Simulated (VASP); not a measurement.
Wanted: the native input for a VASP 6.6.1 run.

```yaml
Task: single point
Functional: PBE
Potentials_or_basis: VASP PAW PBE potentials, release 64 (B, N)
Cutoff: 520 eV
k_mesh: 12 × 12 × 12
Occupations: gaussian, width 0.05 eV
Spin: no spin polarisation
Dipole_correction: no
Further_INCAR_settings: ALGO = Normal; EDIFF = 1e-07; NBANDS = 11
```

The structure of BN lies in POSCAR:

```
BN
1.0
    0.0317275175      1.8130010000      1.8130010000
    1.8447285175      0.0000000000      1.8447285175
    1.8130010000      1.8130010000      0.0317275175
B N
1 1
Direct
    0.0000000000      0.0000000000      0.0000000000
    0.7500000000      0.7500000000      0.7500000000
```

This cell differs from its parent crystal: strain +0.0350 x Voigt [0, 0, 0, 0, 1, 0].

One way to write it, as run:

INCAR

```
PREC     = Accurate       # precision mode
ENCUT    = 520            # plane-wave cutoff, eV
EDIFF    = 1E-7           # SCF threshold, eV
ISMEAR   = 0              # smearing method
SIGMA    = 0.05           # smearing width, eV
LREAL    = False          # projectors in reciprocal space
LASPH    = True           # aspherical terms in the spheres
NELM     = 100            # most SCF steps
ALGO     = Normal         # electronic algorithm
ISIF     = 2              # what is computed and relaxed
LWAVE    = False          # write WAVECAR
LCHARG   = False          # write CHGCAR
GGA      = PE             # functional
NBANDS   = 11             # bands
```

KPOINTS

```
regular mesh
0
Gamma
  12 12 12
```

Potentials or basis: VASP PAW PBE potentials, release 64 (B, N).

Run with:

```console
$ cat potpaw_PBE.64/B/POTCAR potpaw_PBE.64/N/POTCAR > POTCAR
$ mpirun -np 1 vasp_std > vasp.out
```

It gave:

```
Pressure               : 0.4 GPa
Largest force          : 0.052 eV/Å
Band gap on the k mesh : 4.31 eV, indirect (least direct gap 8.25 eV)
```

Caveat: the cell differs from its parent crystal (strain +0.0350 x Voigt [0, 0, 0, 0, 1, 0]).

Run time: 21 s on 1 thread of Intel Xeon 6975P-C, with other jobs on the host, peak memory 0.14 GiB.
